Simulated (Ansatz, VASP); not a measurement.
## Sn in VASP and in Ansatz

```
Sn
1.0
    -2.12678    2.12678    1.50363
     2.12678   -2.12678    1.50363
     2.12678    2.12678   -1.50363
Sn
1
Direct
  0.00000 0.00000 0.00000
```

Alike in both runs: task single point; functional r2SCAN; k mesh 20 × 20 × 20; occupations gaussian, width 0.15 eV; no spin polarisation.

|  | VASP | Ansatz |
| --- | --- | --- |
| version | VASP 6.6.1 | Ansatz 0.2.0 |
| potentials or method | VASP PAW PBE potentials, release 64 (Sn_d), cutoff 520 eV | scalar-relativistic, plane waves, PAW |
| valence electrons in the cell | 14 | 14 |

Ansatz gave:

```
gap on the k mesh at the Fermi level (eV)                     : none
pressure (GPa)                                                : 2.1
traceless stress, the component that is largest in VASP (GPa) : 4.97
```

Q: Estimate VASP's values.

A: gap on the k mesh at the Fermi level (eV): none; pressure (GPa): 2.1; traceless stress, the component that is largest in VASP (GPa): 4.98.

VASP's potentials were made for PBE, not for r2SCAN. A gap of «none» marks a metal or a gap that the smearing closes. The functional is the same, so the differences come from potentials, cutoffs and numerics.
